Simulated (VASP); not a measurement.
# MgO (P6_3mc) in VASP: a series of runs, part 2 of 2

VASP 6.6.1. Earlier steps stand in the parts before.

## Step 4: Single point, PBE

This run uses another cell than the first one, of 12.42 Å³/atom.

File INCAR:

```
SYSTEM = MgO
PREC     = Accurate       ! precision mode
ENCUT    = 520            ! plane-wave cutoff, eV
EDIFF    = 1E-7           ! SCF threshold, eV
ISMEAR   = 0              ! smearing method
SIGMA    = 0.05           ! smearing width, eV
LREAL    = .False.        ! projectors in reciprocal space
LASPH    = .True.         ! aspherical terms in the spheres
NELM     = 60             ! most SCF steps
ALGO     = Normal         ! electronic algorithm
ISIF     = 2              ! what is computed and relaxed
LWAVE    = .False.        ! write WAVECAR
LCHARG   = .False.        ! write CHGCAR
GGA      = PE             ! functional
NBANDS   = 16             ! bands
```

File KPOINTS:

```
Automatic mesh
0
Gamma
  9 9 6
  0 0 0
```

File POSCAR:

```
MgO
1.0
    3.3926000000      0.0000000000      0.0000000000
   -1.6963000000      2.9380777849      0.0000000000
    0.0000000000      0.0000000000      4.9850000000
Mg O
2 2
Direct
    0.3333333333      0.6666666667      0.0063188013
    0.6666666667      0.3333333333      0.5063188013
    0.3333333333      0.6666666667      0.3982811987
    0.6666666667      0.3333333333      0.8982811987
```

Potentials or basis: VASP PAW PBE potentials, release 64 (Mg, O).

Run with:

```console
> cat potpaw_PBE.64/Mg/POTCAR potpaw_PBE.64/O/POTCAR > POTCAR
> mpirun -np 1 vasp_std > vasp.out
```

OUTCAR:

```text
SYSTEM = MgO
   PREC = Accurate
   ENCUT = 520
   EDIFF = 1E-7
   ISMEAR = 0
   LREAL = .False.
   LASPH = .True.
   NELM = 60
   ISIF = 2
   GGA = PE

 ion  position               nearest neighbor table
   1  0.333  0.667  0.006-   3 1.95   4 2.03   4 2.03   4 2.03   2 3.17   2 3.17   2 3.17   2 3.17
                             2 3.17   2 3.17
   2  0.667  0.333  0.506-   4 1.95   3 2.03   3 2.03   3 2.03   1 3.17   1 3.17   1 3.17   1 3.17
                             1 3.17   1 3.17
   3  0.333  0.667  0.398-   1 1.95   2 2.03   2 2.03   2 2.03
   4  0.667  0.333  0.898-   2 1.95   1 2.03   1 2.03   1 2.03

  LATTYP: Found a hexagonal cell.
 ALAT       =     3.3926000000
 C/A-ratio  =     1.4693745210

  Lattice vectors:

 A1 = (   3.3926000000,   0.0000000000,   0.0000000000)
 A2 = (  -1.6963000000,   2.9380777849,   0.0000000000)
 A3 = (   0.0000000000,   0.0000000000,   4.9850000000)

Analysis of symmetry for initial positions (statically):
=====================================================================
 Subroutine PRICEL returns:
 Original cell was already a primitive cell.

 Routine SETGRP: Setting up the symmetry group for a
 hexagonal supercell.

 Subroutine GETGRP returns: Found 12 space group operations
 (whereof  6 operations were pure point group operations)
 out of a pool of 24 trial point group operations.

The static configuration has the point symmetry C_3v.
 The point group associated with its full space group is C_6v.

Analysis of symmetry for dynamics (positions and initial velocities):
=====================================================================
 Subroutine PRICEL returns:
 Original cell was already a primitive cell.

 Routine SETGRP: Setting up the symmetry group for a
 hexagonal supercell.

 Subroutine GETGRP returns: Found 12 space group operations
 (whereof  6 operations were pure point group operations)
 out of a pool of 24 trial point group operations.

The dynamic configuration has the point symmetry C_3v.
 The point group associated with its full space group is C_6v.

 Subroutine INISYM returns: Found 12 space group operations
 (whereof  6 operations are pure point group operations),
 and found     1 'primitive' translations

----------------------------------------------------------------------------------------

                                     Primitive cell

  volume of cell :      49.6891

  direct lattice vectors                    reciprocal lattice vectors
     3.392600000  0.000000000  0.000000000     0.294759182  0.170179293  0.000000000
    -1.696300000  2.938077785  0.000000000     0.000000000  0.340358586  0.000000000
     0.000000000  0.000000000  4.985000000     0.000000000  0.000000000  0.200601805

  length of vectors
     3.392600000  3.392600000  4.985000000     0.340358586  0.340358586  0.200601805

  position of ions in fractional coordinates (direct lattice)
     0.333333333  0.666666667  0.006318801
     0.666666667  0.333333333  0.506318801
     0.333333333  0.666666667  0.398281199
     0.666666667  0.333333333  0.898281199

  ion indices of the primitive-cell ions
   primitive index   ion index
                 1           1
                 2           2
                 3           3
                 4           4

----------------------------------------------------------------------------------------

[... 23 lines left out ...]

 Following reciprocal coordinates:
            Coordinates               Weight
  0.000000  0.000000  0.000000      1.000000
  0.111111  0.000000  0.000000      6.000000
  0.222222  0.000000  0.000000      6.000000
  0.333333  0.000000  0.000000      6.000000
  0.444444  0.000000  0.000000      6.000000
  0.111111  0.111111  0.000000      6.000000
[... 16 lines left out ...]
  0.333333  0.222222  0.166667     24.000000
  0.333333  0.333333  0.166667      4.000000
 [... further k-points ...]
   k-points           NKPTS =     48   k-points in BZ     NKDIM =     48   number of bands    NBANDS=     16
   number of dos      NEDOS =    301   number of ions     NIONS =      4
   total plane-waves  NPLWV =  31360
   dimension x,y,z NGX =    28 NGY =   28 NGZ =   40
   dimension x,y,z NGXF=    56 NGYF=   56 NGZF=   80
   ions per type =               2   2
   NGX,Y,Z   is equivalent  to a cutoff of  13.72, 13.72, 13.34 a.u.
   NGXF,Y,Z  is equivalent  to a cutoff of  27.44, 27.44, 26.68 a.u.
 SYSTEM =  MgO
   PREC   = accura    normal or accurate (medium, high low for compatibility)
   ISTART =      0    job   : 0-new  1-cont  2-samecut
   ICHARG =      2    charge: 1-file 2-atom 10-const
   ISPIN  =      1    spin polarized calculation?
   LNONCOLLINEAR =      F non collinear calculations
   LSORBIT =      F    spin-orbit coupling
   LASPH  =      T    aspherical Exc in radial PAW
   ENCUT  =  520.0 eV  38.22 Ry    6.18 a.u.   6.31  6.31  9.27*2*pi/ulx,y,z
   NELM   =     60;   NELMIN=  2; NELMDL= -5     # of ELM steps
   EDIFF  = 0.1E-06   stopping-criterion for ELM
   LREAL  =      F    real-space projection
   EDIFFG = 0.1E-05   stopping-criterion for IOM
   NSW    =      0    number of steps for IOM
   IBRION =     -1    ionic relax: 0-MD 1-quasi-New 2-CG
   NFREE  =      0    steps in history (QN), initial steepest desc. (CG)
   ISIF   =      2    stress and relaxation
   ISYM   =      2    0-nonsym 1-usesym 2-fastsym
   POTIM  = 0.5000    time-step for ionic-motion
   TEBEG  =    0.0;   TEEND  =   0.0 temperature during run
   PSTRESS=    0.0 pullay stress
   NELECT =      16.0000    total number of electrons
   NUPDOWN=      -1.0000    fix difference up-down
   EMIN   =  10.00;   EMAX   =-10.00  energy-range for DOS
   EFERMI =   0.00;   METHOD = LEGACY
   ISMEAR =     0;   SIGMA  =   0.05  broadening in eV -4-tet -1-fermi 0-gaus
   EFERMI_NEDOS =   21; number of points for ismear=-14 and -15
   IALGO  =     38    algorithm
   IMIX   =      4    mixing-type and parameters
     AMIX     =   0.40;   BMIX     =  1.00
     AMIX_MAG =   1.60;   BMIX_MAG =  1.00
  volume/ion in A,a.u.               =      12.42        83.83
  Fermi-wavevector in a.u.,A,eV,Ry     =   1.122090  2.120443 17.130912  1.259087
  Thomas-Fermi vector in A             =   2.258748
   LORBIT       =      0    0 simple, 1 ext, 2 COOP (PROOUT), +10 PAW based schemes
   GGA     = PE    functional components
   LHFCALC =     F    Hartree Fock is set to
   AEXX    =    0.0000 exact exchange contribution
   IVDW    =     0    specifies the selected vdW correction
   LEPSILON=     F    determine dielectric tensor
   LRPA    =     F    only Hartree local field effects (RPA)
 non-spin polarized calculation
 Gauss-broadening in eV      SIGMA  =   0.05
  energy-cutoff  :      520.00
  volume of cell :       49.69
 maximum number of plane-waves:      1351
 NGX is ok and might be reduce to    28
   NGX = 13   NGY = 13   NGZ = 19

 number of electron      16.0000001 magnetization

 Free energy of the ion-electron system (eV)
  ---------------------------------------------------
  ext. energy  EPLUGINS =         0.00000000
  ---------------------------------------------------
  free energy    TOTEN  =       -23.47714547 eV

  energy without entropy =      -23.47714547  energy(sigma->0) =      -23.47714547

 E-fermi :   1.1112     XC(G=0):  -9.5219

 val. band max:        0.8567067896   @ k =   0.0000   0.0000   0.0000
 cond. band min:       4.0704429503   @ k =   0.0000   0.0000   0.0000
 fundamental gap:      3.2137361606
 Fermi energy:         1.1111674676

 k-point     1 :       0.0000    0.0000    0.0000
  band No.  band energies     occupation
      1     -15.2321      2.00000
      2     -14.4668      2.00000
      3      -2.2104      2.00000
      4       0.1065      2.00000
      5       0.1065      2.00000
      6       0.4706      2.00000
[... 433 lines left out ...]
      3      -1.6886      2.00000
      4      -1.2663      2.00000
      5      -1.2663      2.00000
      6      -0.4075      2.00000
[... 8 lines left out ...]
     15      14.0836      0.00000
     16      17.2639      0.00000

 [... further k-points ...]
[... 5 lines left out ...]
  --------------------------------------------------------------------------------------
  -------------------------------------------------------------------------------------
  Total       -1.7780180     -1.7780180      1.1521335      0.0000000      0.0000000      0.0000000
  in kB      -57.3304875    -57.3304875     37.1494402      0.0000000      0.0000000      0.0000000
  external PRESSURE =     -25.8371783 kB  Pullay stress =       0.0000000 kB

 VOLUME and BASIS-vectors are now :
 -----------------------------------------------------------------------------
  energy-cutoff  :      520.00
  volume of cell :       49.69
      direct lattice vectors                 reciprocal lattice vectors
     3.392600000  0.000000000  0.000000000     0.294759182  0.170179293  0.000000000
    -1.696300000  2.938077785  0.000000000     0.000000000  0.340358586  0.000000000
     0.000000000  0.000000000  4.985000000     0.000000000  0.000000000  0.200601805

 POSITION                                       TOTAL-FORCE (eV/Angst)
 -----------------------------------------------------------------------------------
     -0.00000      1.95872      0.03150         0.000000     -0.000000     -0.483685
      1.69630      0.97936      2.52400        -0.000000      0.000000     -0.483685
     -0.00000      1.95872      1.98543         0.000000     -0.000000      0.483685
      1.69630      0.97936      4.47793        -0.000000      0.000000      0.483685
 -----------------------------------------------------------------------------------
    total drift:                               -0.000000     -0.000000     -0.000513

  FREE ENERGIE OF THE ION-ELECTRON SYSTEM (eV)
  ---------------------------------------------------
  free  energy   TOTEN  =       -23.4771454729 eV

  energy  without entropy=      -23.4771454729  energy(sigma->0) =      -23.47714547
```

It took 47 s on 1 thread of Intel Xeon 8259CL, shared host; peak memory 0.19 GiB.

Results:

```yaml
Free_energy: -23.4771 eV
Pressure: -2.6 GPa
Largest_force: 0.484 eV/Å
Band_gap_on_the_k_mesh: 3.21 eV
```

Forces on the atoms (eV/Å):
```
Mg   0.000  0.000 -0.484
Mg   0.000  0.000 -0.484
O    0.000  0.000  0.484
O    0.000  0.000  0.484
```

Stress tensor (GPa, compression positive):
```
-5.73  0.00  0.00
 0.00 -5.73  0.00
 0.00  0.00  3.71
```

Levels at points of the mesh, in eV from the valence-band top:
```csv
k point,band 4,band 5,band 6,band 7,band 8,band 9,band 10,band 11,band 12,band 13
"(0.00, 0.00, 0.00)",-0.75,-0.75,-0.39,-0.39,0.00,3.21,8.07,10.11,13.50,13.50
"(0.00, 0.00, 0.50)",-1.91,-0.57,-0.57,-0.57,-0.57,5.67,5.67,12.99,12.99,13.96
```

Caveat: the stress differs along the axes, from -6 to 4 GPa.

## Step 5: Single point, PBE

This run uses another cell than the first one, of 12.51 Å³/atom.

File INCAR:

```
ALGO = Normal ; EDIFF = 1E-7
ENCUT = 520 ; GGA = PE
ISIF = 2 ; ISMEAR = 0
LASPH = T ; LCHARG = F
LREAL = F ; LWAVE = F
NBANDS = 16 ; NELM = 60
PREC = Accurate ; SIGMA = 0.05
```

File KPOINTS:

```
k-points
0
Gamma
  9 9 6
```

File POSCAR:

```
MgO
1.0
    3.3152853999      0.0000000000      0.0000000000
   -1.6576427000      2.8711213771      0.0000000000
    0.0000000000      0.0000000000      5.2581000000
Mg O
2 2
Direct
    0.3333333333      0.6666666667      0.0063188013
    0.6666666667      0.3333333333      0.5063188013
    0.3333333333      0.6666666667      0.3982811987
    0.6666666667      0.3333333333      0.8982811987
```

Run with:

```console
> cat potpaw_PBE.64/Mg/POTCAR potpaw_PBE.64/O/POTCAR > POTCAR
> mpirun -np 1 vasp_std > vasp.out
```

It took 41 s on 1 thread of Intel Xeon 8259CL, shared host; peak memory 0.2 GiB.

Results (log left out):

| Quantity | Value |
| --- | --- |
| Free energy | -23.5102 eV |
| Pressure | -3.0 GPa |
| Largest force | 0.209 eV/Å |
| Band gap on the k mesh | 3.29 eV |

Forces on the atoms (eV/Å):
```
Mg   0.000  0.000  0.209
Mg   0.000  0.000  0.209
O    0.000  0.000 -0.209
O    0.000  0.000 -0.209
```

Stress tensor (GPa, compression positive):
```
-1.64  0.00  0.00
 0.00 -1.64  0.00
 0.00  0.00 -5.74
```

Levels at points of the mesh, in eV from the valence-band top:
| k point | band 5 | band 6 | band 7 | band 8 | band 9 | band 10 | band 11 | band 12 |
| --- | --- | --- | --- | --- | --- | --- | --- | --- |
| (0.00, 0.00, 0.00) | -0.50 | -0.24 | -0.24 | 0.00 | 3.29 | 8.24 | 9.69 | 14.24 |
| (0.00, 0.00, 0.50) | -0.37 | -0.37 | -0.37 | -0.37 | 5.70 | 5.70 | 12.52 | 12.52 |

Caveat: the cell stands under tension.

## Step 6: Single point, PBE

This run uses another cell than the first one, of 12.84 Å³/atom.

File INCAR:

```
PREC = Accurate
ENCUT = 520
EDIFF = 1E-6
ISMEAR = 0
SIGMA = 0.05
LREAL = False
LASPH = True
NELM = 80
ALGO = Normal
ISIF = 2
LWAVE = False
LCHARG = True
GGA = PE
LELF = True
LVHAR = True
NBANDS = 16
```

File KPOINTS:

```
regular mesh
0
Gamma
  9 9 6
```

File POSCAR:

```
MgO
1.0
    3.5474000000      0.0000000000      0.0000000000
   -1.7737000000      3.0721385174      0.0000000000
    0.0000000000      0.0000000000      4.7118000000
Mg O
2 2
Direct
    0.3333333333      0.6666666667      0.0063188013
    0.6666666667      0.3333333333      0.5063188013
    0.3333333333      0.6666666667      0.3982811987
    0.6666666667      0.3333333333      0.8982811987
```

Potentials or basis: VASP PAW PBE potentials, release 64 (Mg, O).

Run with:

```console
> cat potpaw_PBE.64/Mg/POTCAR potpaw_PBE.64/O/POTCAR > POTCAR
> mpirun -np 1 vasp_std > vasp.out
```

Run time: 37 s. Hardware: 1 thread of Intel Xeon 8259CL, shared host; peak memory 0.19 GiB.

It converged, with:

* Free energy: -23.0488 eV
* Pressure: -3.4 GPa
* Largest force: 1.847 eV/Å
* Band gap on the k mesh: 2.95 eV

Forces in eV/Å, atoms in the order of the input:
```
Mg   0.000  0.000 -1.847
Mg   0.000  0.000 -1.847
O    0.000  0.000  1.847
O    0.000  0.000  1.847
```

Stress tensor (GPa, compression positive):
```
-12.60   0.00   0.00
  0.00 -12.60   0.00
  0.00   0.00  15.11
```

Levels at points of the mesh, in eV from the valence-band top:
```
           k point  band 5  band 6  band 7  band 8  band 9  band 10  band 11  band 12
(0.00, 0.00, 0.00)   -0.97   -0.44   -0.44    0.00    2.95     7.78    10.42    12.41
(0.00, 0.00, 0.50)   -0.71   -0.71   -0.71   -0.71    5.47     5.47    12.86    12.86
```

Caveat: the stress differs along the axes, from -13 to 15 GPa; forces of over 1 eV/Å act on the atoms, so gaps and moduli don't describe the material at rest. A k mesh can miss the band edges.

## Step 7: The runs side by side

```tsv
cell	gap on the mesh (eV)	pressure (GPa)	largest force (eV/Å)
a = 3.315, b = 3.315, c = 5.122 Å, angles 90.0, 90.0, 120.0°, 4 atoms	3.39	-0.5	-
a = 3.238, b = 3.238, c = 5.531 Å, angles 90.0, 90.0, 120.0°, 4 atoms	3.38	-1.5	0.56
a = 3.393, b = 3.393, c = 4.985 Å, angles 90.0, 90.0, 120.0°, 4 atoms	3.21	-2.6	0.48
a = 3.315, b = 3.315, c = 5.258 Å, angles 90.0, 90.0, 120.0°, 4 atoms	3.29	-3.0	0.21
a = 3.547, b = 3.547, c = 4.712 Å, angles 90.0, 90.0, 120.0°, 4 atoms	2.95	-3.4	1.85
```

Alike in all rows: task single point; level PBE; potentials or basis VASP PAW PBE potentials, release 64 (Mg, O); no spin polarisation; k mesh 9 × 9 × 6; cutoff (eV) 520; smearing gaussian 0.05 eV.

Caveats: the stress differs along the axes, from -12 to 4 GPa (at least some runs); the stress differs along the axes, from -6 to 4 GPa (at least some runs); the cell stands under tension (at least some runs); the stress differs along the axes, from -13 to 15 GPa (at least some runs); forces of over 1 eV/Å act on the atoms, so gaps and moduli don't describe the material at rest (at least some runs).

Absolute energies hang on the potentials; compare differences alone.
